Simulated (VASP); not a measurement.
A run of VASP 6.6.1:

Contents of INCAR:

```
  PREC = Accurate
  ENCUT = 520
  EDIFF = 1E-6
  ISMEAR = 0
  SIGMA = 0.1
  LREAL = False
  LASPH = True
  NELM = 100
  ALGO = Normal
  ISIF = 2
  LWAVE = False
  LCHARG = False
  GGA = PE
  NBANDS = 20
```

The input KPOINTS:

```
regular mesh
0
Gamma
  6 6 4
```

Contents of POSCAR:

```
Al2Te2O
1.0
    4.5162123200      0.0000000000      0.0000000000
   -2.2581061600      3.9111546000      0.0000000000
    0.0000000000      0.0000000000      7.3012916000
Al Te O
2 2 1
Direct
    0.0000000000      0.0000000000      0.8100002900
    0.0000000000      0.0000000000      0.1899997100
    0.3333333300      0.6666666700      0.0000000000
    0.6666666700      0.3333333300      0.0000000000
    0.0000000000      0.0000000000      0.0000000000
```

Potentials or basis: VASP PAW PBE potentials, release 64 (Al, Te, O).

Launch:

```console
$ cat potpaw_PBE.64/Al/POTCAR potpaw_PBE.64/Te/POTCAR potpaw_PBE.64/O/POTCAR > POTCAR
$ mpirun -np 1 vasp_std > vasp.out
```

Hardware: 1 thread of AMD EPYC 7R43 64-Core Processor (Zen 3) (shared host).

Problem. Estimate the wall time of this run.

Solution. Wall time 79 s on 1 thread of AMD EPYC 7R43 64-Core Processor (Zen 3) (shared host), peak memory 0.23 GiB. Counts: scf iterations 15, k points 21.
